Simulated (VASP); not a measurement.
Input of a VASP 6.6.1 run:

File INCAR:

```
PREC = Accurate
ENCUT = 520
EDIFF = 1E-6
ISMEAR = 0
SIGMA = 0.01
LREAL = F
LASPH = T
NELM = 100
ALGO = Normal
ISIF = 2
LWAVE = F
LCHARG = F
GGA = PE
NBANDS = 11
```

The input KPOINTS:

```
regular mesh
0
Gamma
  10 10 10
```

File POSCAR:

```
BP
1.0
    0.0000000000      2.1832007700      2.1832007700
    2.1832007700      0.0000000000      2.1832007700
    2.1832007700      2.1832007700      0.0000000000
B P
1 1
Direct
    0.0000000000      0.0000000000      0.0000000000
    0.7500000000      0.7500000000      0.7500000000
```

Potentials or basis: VASP PAW PBE potentials, release 64 (B, P).

Command:

```sh
$ cat potpaw_PBE.64/B/POTCAR potpaw_PBE.64/P/POTCAR > POTCAR
$ mpirun -np 1 vasp_std > vasp.out
```

Q: What does it give for the band gap on the k mesh?

A: 1.08 eV, indirect (least direct gap 3.60 eV).

Q: Predict the pressure.

A: 24.6 GPa.

A k mesh can miss the band edges.
